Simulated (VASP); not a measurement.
# KSrRe4 (F-43m) in VASP: further runs

KSrRe4 is run at these levels: PBE; tasks: relaxation of cell and atoms, single point.

Program: VASP 6.6.1. These are calculated values, not measurements. Logs are shortened: lines on timing, memory, paths and dates and some standing lists are left out, and cuts for length are marked.

### Step 1. The cell of the first run

Symmetry: F-43m, No. 216, cubic system. Conventional cell: a = 7.967 Å, b = 7.967 Å, c = 7.967 Å, α = 90.00°, β = 90.00°, γ = 90.00°. Within 4.3 Å of K (site symmetry -43m) lie 12 Re at 3.30 Å and 4 Sr at 3.45 Å. Sr (site symmetry -43m) has 12 Re at 3.31 Å and 4 K at 3.45 Å within 4.3 Å. Re (site symmetry 3m) has 6 Re at 2.78 to 2.85 Å and 3 K at 3.30 Å and 3 Sr at 3.31 Å within 3.7 Å.

The cell was generated, and may not be a known phase.

### Step 2. Relaxation of cell and atoms, PBE

INCAR reads:

```
PREC = Accurate ; ENCUT = 600
EDIFF = 1E-6 ; ISMEAR = 0
SIGMA = 0.1 ; LREAL = False
LASPH = True ; NELM = 60
ALGO = Fast ; ISIF = 3
LWAVE = False ; LCHARG = False
GGA = PE ; IBRION = 2
NSW = 90 ; EDIFFG = -0.04
```

KPOINTS reads:

```
regular mesh
0
Gamma
  4 4 4
```

POSCAR reads:

```
KSrRe4
1.0
    0.0000000000      3.9833363400      3.9833363400
    3.9833363400      0.0000000000      3.9833363400
    3.9833363400      3.9833363400      0.0000000000
K Sr Re
1 1 4
Direct
    0.0000000000      0.0000000000      0.0000000000
    0.7500000000      0.7500000000      0.7500000000
    0.3735206500      0.3735206500      0.8794380400
    0.8794380400      0.3735206500      0.3735206500
    0.3735206500      0.3735206500      0.3735206500
    0.3735206500      0.8794380400      0.3735206500
```

Potentials or basis: VASP PAW PBE potentials, release 64 (K_sv, Sr_sv, Re).

On the command line:

```
$ cat potpaw_PBE.64/K_sv/POTCAR potpaw_PBE.64/Sr_sv/POTCAR potpaw_PBE.64/Re/POTCAR > POTCAR
$ mpirun -np 1 vasp_std > vasp.out
```

OUTCAR:

```text
PREC = Accurate
   ENCUT = 600
   EDIFF = 1E-6
   ISMEAR = 0
   LREAL = False
   LASPH = True
   NELM = 60
   ISIF = 3
   GGA = PE
   IBRION = 2
   NSW = 90
   EDIFFG = -0.04

 ion  position               nearest neighbor table
   1  0.000  0.000  0.000-   3 3.30   4 3.30   6 3.30   5 3.30   5 3.30   5 3.30   3 3.30   4 3.30
                             4 3.30   3 3.30   6 3.30   6 3.30   2 3.45   2 3.45   2 3.45   2 3.45
   2  0.750  0.750  0.750-   3 3.31   6 3.31   3 3.31   4 3.31   4 3.31   6 3.31   5 3.31   5 3.31
                             5 3.31   3 3.31   4 3.31   6 3.31   1 3.45   1 3.45   1 3.45   1 3.45
   3  0.374  0.374  0.879-   4 2.78   5 2.78   6 2.78   6 2.85   4 2.85   5 2.85   1 3.30   1 3.30
                             1 3.30   2 3.31   2 3.31   2 3.31
   4  0.879  0.374  0.374-   3 2.78   5 2.78   6 2.78   6 2.85   3 2.85   5 2.85   1 3.30   1 3.30
                             1 3.30   2 3.31   2 3.31   2 3.31
   5  0.374  0.374  0.374-   3 2.78   4 2.78   6 2.78   4 2.85   6 2.85   3 2.85   1 3.30   1 3.30
                             1 3.30   2 3.31   2 3.31   2 3.31
   6  0.374  0.879  0.374-   3 2.78   4 2.78   5 2.78   4 2.85   3 2.85   5 2.85   1 3.30   1 3.30
                             1 3.30   2 3.31   2 3.31   2 3.31

  LATTYP: Found a face centered cubic cell.
 ALAT       =     7.9666726800

  Lattice vectors:

 A1 = (   0.0000000000,   3.9833363400,   3.9833363400)
 A2 = (   3.9833363400,   0.0000000000,   3.9833363400)
 A3 = (   3.9833363400,   3.9833363400,   0.0000000000)

Analysis of symmetry for initial positions (statically):
=====================================================================
 Subroutine PRICEL returns:
 Original cell was already a primitive cell.

 Routine SETGRP: Setting up the symmetry group for a
 face centered cubic supercell.

 Subroutine GETGRP returns: Found 24 space group operations
 (whereof 24 operations were pure point group operations)
 out of a pool of 48 trial point group operations.

The static configuration has the point symmetry T_d .

Analysis of symmetry for dynamics (positions and initial velocities):
=====================================================================
 Subroutine PRICEL returns:
 Original cell was already a primitive cell.

 Routine SETGRP: Setting up the symmetry group for a
 face centered cubic supercell.

 Subroutine GETGRP returns: Found 24 space group operations
 (whereof 24 operations were pure point group operations)
 out of a pool of 48 trial point group operations.

The dynamic configuration has the point symmetry T_d .

 Subroutine INISYM returns: Found 24 space group operations
 (whereof 24 operations are pure point group operations),
 and found     1 'primitive' translations

----------------------------------------------------------------------------------------

                                     Primitive cell

  volume of cell :     126.4069

  direct lattice vectors                    reciprocal lattice vectors
     0.000000000  3.983336340  3.983336340    -0.125522918  0.125522918  0.125522918
     3.983336340  0.000000000  3.983336340     0.125522918 -0.125522918  0.125522918
     3.983336340  3.983336340  0.000000000     0.125522918  0.125522918 -0.125522918

  length of vectors
     5.633288276  5.633288276  5.633288276     0.217412071  0.217412071  0.217412071

  position of ions in fractional coordinates (direct lattice)
     0.000000000  0.000000000  0.000000000
     0.750000000  0.750000000  0.750000000
     0.373520650  0.373520650  0.879438040
     0.879438040  0.373520650  0.373520650
     0.373520650  0.373520650  0.373520650
     0.373520650  0.879438040  0.373520650

  ion indices of the primitive-cell ions
   primitive index   ion index
                 1           1
                 2           2
                 3           3
                 4           4
                 5           5
                 6           6

----------------------------------------------------------------------------------------

 KPOINTS: regular mesh

Automatic generation of k-mesh.
 Grid dimensions read from file:
 generate k-points for:    4    4    4

 Generating k-lattice:

  Cartesian coordinates                     Fractional coordinates (reciprocal lattice)
    -0.031380729  0.031380729  0.031380729     0.250000000  0.000000000  0.000000000
     0.031380729 -0.031380729  0.031380729     0.000000000  0.250000000  0.000000000
     0.031380729  0.031380729 -0.031380729     0.000000000  0.000000000  0.250000000

  Length of vectors
     0.054353018  0.054353018  0.054353018

  Shift w.r.t. Gamma in fractional coordinates (k-lattice)
     0.000000000  0.000000000  0.000000000

 Subroutine IBZKPT returns following result:
 ===========================================

 Found      8 irreducible k-points:

 Following reciprocal coordinates:
            Coordinates               Weight
  0.000000  0.000000  0.000000      1.000000
  0.250000  0.000000  0.000000      8.000000
  0.500000  0.000000  0.000000      4.000000
  0.250000  0.250000  0.000000      6.000000
  0.500000  0.250000  0.000000     24.000000
 -0.250000  0.250000  0.000000     12.000000
  0.500000  0.500000  0.000000      3.000000
 -0.250000  0.500000  0.250000      6.000000
   k-points           NKPTS =      8   k-points in BZ     NKDIM =      8   number of bands    NBANDS=     28
   number of dos      NEDOS =    301   number of ions     NIONS =      6
   total plane-waves  NPLWV = 110592
   dimension x,y,z NGX =    48 NGY =   48 NGZ =   48
   dimension x,y,z NGXF=    96 NGYF=   96 NGZF=   96
   ions per type =               1   1   4
   NGX,Y,Z   is equivalent  to a cutoff of  14.17, 14.17, 14.17 a.u.
   NGXF,Y,Z  is equivalent  to a cutoff of  28.33, 28.33, 28.33 a.u.
 SYSTEM =  unknown system
   PREC   = accura    normal or accurate (medium, high low for compatibility)
   ISTART =      0    job   : 0-new  1-cont  2-samecut
   ICHARG =      2    charge: 1-file 2-atom 10-const
   ISPIN  =      1    spin polarized calculation?
   LNONCOLLINEAR =      F non collinear calculations
   LSORBIT =      F    spin-orbit coupling
   LASPH  =      T    aspherical Exc in radial PAW
   ENCUT  =  600.0 eV  44.10 Ry    6.64 a.u.  11.25 11.25 11.25*2*pi/ulx,y,z
   NELM   =     60;   NELMIN=  2; NELMDL= -5     # of ELM steps
   EDIFF  = 0.1E-05   stopping-criterion for ELM
   LREAL  =      F    real-space projection
   EDIFFG = -.4E-01   stopping-criterion for IOM
   NSW    =     90    number of steps for IOM
   IBRION =      2    ionic relax: 0-MD 1-quasi-New 2-CG
   NFREE  =      1    steps in history (QN), initial steepest desc. (CG)
   ISIF   =      3    stress and relaxation
   ISYM   =      2    0-nonsym 1-usesym 2-fastsym
   POTIM  = 0.5000    time-step for ionic-motion
   TEBEG  =    0.0;   TEEND  =   0.0 temperature during run
   PSTRESS=    0.0 pullay stress
   NELECT =      47.0000    total number of electrons
   NUPDOWN=      -1.0000    fix difference up-down
   EMIN   =  10.00;   EMAX   =-10.00  energy-range for DOS
   EFERMI =   0.00;   METHOD = LEGACY
   ISMEAR =     0;   SIGMA  =   0.10  broadening in eV -4-tet -1-fermi 0-gaus
   EFERMI_NEDOS =   21; number of points for ismear=-14 and -15
   IALGO  =     68    algorithm
   IMIX   =      4    mixing-type and parameters
     AMIX     =   0.40;   BMIX     =  1.00
     AMIX_MAG =   1.60;   BMIX_MAG =  1.00
  volume/ion in A,a.u.               =      21.07       142.17
  Fermi-wavevector in a.u.,A,eV,Ry     =   1.177201  2.224587 18.854971  1.385801
  Thomas-Fermi vector in A             =   2.313551
   LORBIT       =      0    0 simple, 1 ext, 2 COOP (PROOUT), +10 PAW based schemes
   GGA     = PE    functional components
   LHFCALC =     F    Hartree Fock is set to
   AEXX    =    0.0000 exact exchange contribution
   IVDW    =     0    specifies the selected vdW correction
   LEPSILON=     F    determine dielectric tensor
   LRPA    =     F    only Hartree local field effects (RPA)
 conjugate gradient relaxation of ions
 non-spin polarized calculation
 RMM-DIIS sequential band-by-band and
 Gauss-broadening in eV      SIGMA  =   0.10
  energy-cutoff  :      600.00
  volume of cell :      126.41
 maximum number of plane-waves:      4279
 NGX is ok and might be reduce to    48
   NGX = 23   NGY = 23   NGZ = 23

--------------------------------------- Ionic step        1  -------------------------------------------

 number of electron      47.0000000 magnetization

 Free energy of the ion-electron system (eV)
  ---------------------------------------------------
  ext. energy  EPLUGINS =         0.00000000
  ---------------------------------------------------
  free energy    TOTEN  =       -46.25555461 eV

  energy without entropy =      -46.21891119  energy(sigma->0) =      -46.23723290

------------------------ aborting loop EDIFF was not reached (unconverged)  ----------------------------

  FORCE on cell =-STRESS in cart. coord.  units (eV):
  Direction    XX          YY          ZZ          XY          YZ          ZX
  --------------------------------------------------------------------------------------
  -------------------------------------------------------------------------------------
  Total       -5.9082728     -5.9082728     -5.9082728      0.0000000      0.0000000      0.0000000
  in kB      -74.8859242    -74.8859242    -74.8859242      0.0000000      0.0000000      0.0000000
  external PRESSURE =     -74.8859242 kB  Pullay stress =       0.0000000 kB
[... 27 lines left out ...]
--------------------------------------- Ionic step        2  -------------------------------------------

 number of electron      47.0000001 magnetization

------------------------ aborting loop EDIFF was not reached (unconverged)  ----------------------------

  FORCE on cell =-STRESS in cart. coord.  units (eV):
  Direction    XX          YY          ZZ          XY          YZ          ZX
  --------------------------------------------------------------------------------------
  -------------------------------------------------------------------------------------
  Total        9.7515206      9.7515206      9.7515206      0.0000000      0.0000000      0.0000000
  in kB      143.0289848    143.0289848    143.0289848      0.0000000      0.0000000      0.0000000
  external PRESSURE =     143.0289848 kB  Pullay stress =       0.0000000 kB
[... 107 lines left out ...]
--------------------------------------- Ionic step        5  -------------------------------------------

 number of electron      47.0000002 magnetization

 Free energy of the ion-electron system (eV)
  ---------------------------------------------------
  ext. energy  EPLUGINS =         0.00000000
  ---------------------------------------------------
  free energy    TOTEN  =       -46.45861398 eV

  energy without entropy =      -46.42263320  energy(sigma->0) =      -46.44062359

 E-fermi :   4.7435     XC(G=0): -11.5229

 val. band max:        4.7240752823   @ k =   0.2500   0.2500   0.0000
 cond. band min:       4.7919847348   @ k =   0.2500   0.0000   0.0000
 fundamental gap:      0.0679094525
 Fermi energy:         4.7434695696

 k-point     1 :       0.0000    0.0000    0.0000
  band No.  band energies     occupation
      1     -29.0591      2.00000
      2     -24.4644      2.00000
      3     -11.3292      2.00000
      4     -11.3292      2.00000
      5     -11.3292      2.00000
      6      -8.2103      2.00000
[... 270 lines left out ...]
  FREE ENERGIE OF THE ION-ELECTRON SYSTEM (eV)
  ---------------------------------------------------
  free  energy   TOTEN  =       -46.4586139805 eV

  energy  without entropy=      -46.4226332036  energy(sigma->0) =      -46.44062359

 reached required accuracy - stopping structural energy minimisation
```

Run time: 24 min. Hardware: 1 thread of Oxide Virtual Turin-like, shared host; peak memory 0.33 GiB.

Results:

- Free energy: -46.4586 eV
- Relaxed volume: 19.78 Å³/atom
- Relaxed cell: a = 5.516 Å, b = 5.516 Å, c = 5.516 Å, α = 60.00°, β = 60.00°, γ = 60.00°
- Space group after relaxing (to 0.1 Å): F-43m (No. 216)
- Energy gained by relaxing: 33.8 meV/atom
- Ionic steps: 5
- Pressure after relaxing: 0.2 GPa
- Largest force after relaxing: 0.024 eV/Å
- Band gap on the k mesh: zero (an odd number of electrons rules out a gap without spin polarisation)

Forces on the atoms (eV/Å):
```
K    0.000  0.000  0.000
Sr   0.000  0.000  0.000
Re  -0.014 -0.014  0.014
Re   0.014 -0.014 -0.014
Re   0.014  0.014  0.014
Re  -0.014  0.014 -0.014
```

Step by step:
| step | energy change (eV) | largest force (eV/Å) | pressure (GPa) | volume (Å³) |
| --- | --- | --- | --- | --- |
| 1 | 0.0000 | 0.1748 | -7.49 | 126.41 |
| 2 | 0.1971 | 0.3075 | 14.30 | 109.23 |
| 3 | -0.1964 | 0.2646 | -0.09 | 118.89 |
| 4 | -0.1964 | 0.2630 | 0.12 | 118.74 |
| 5 | -0.2031 | 0.0241 | 0.17 | 118.66 |

Final structure:
```cif
data_structure
_symmetry_space_group_name_H-M 'P 1'
_symmetry_Int_Tables_number 1
_cell_length_a 5.5158
_cell_length_b 5.5158
_cell_length_c 5.5158
_cell_angle_alpha 60.000
_cell_angle_beta 60.000
_cell_angle_gamma 60.000
_cell_volume 118.66
loop_
_atom_site_label
_atom_site_type_symbol
_atom_site_fract_x
_atom_site_fract_y
_atom_site_fract_z
_atom_site_occupancy
K1 K 0.00000 0.00000 0.00000 1
Sr1 Sr 0.75000 0.75000 0.75000 1
Re1 Re 0.37461 0.37461 0.87616 1
Re2 Re 0.87616 0.37461 0.37461 1
Re3 Re 0.37461 0.37461 0.37461 1
Re4 Re 0.37461 0.87616 0.37461 1
```

Levels at points of the mesh, in eV from the Fermi level:
```csv
k point,band 19,band 20,band 21,band 22,band 23,band 24,band 25,band 26,band 27,band 28
"(0.00, 0.00, 0.00)",0.81,0.81,0.81,0.98,0.98,0.99,1.02,1.02,1.72,1.72
"(0.50, 0.00, 0.00)",-1.50,-1.50,-1.45,-1.45,-0.87,-0.87,0.84,0.92,0.92,1.43
"(0.50, 0.50, 0.00)",-1.74,-1.74,-1.38,-1.10,-1.09,-1.09,-0.73,-0.73,1.13,1.20
```

Caveat: spin-orbit coupling is left out, which moves the levels of the heavy elements.

(Continued in part 2 of 2.)

The gap in the log of VASP goes by the Fermi energy; the results here count the filled bands.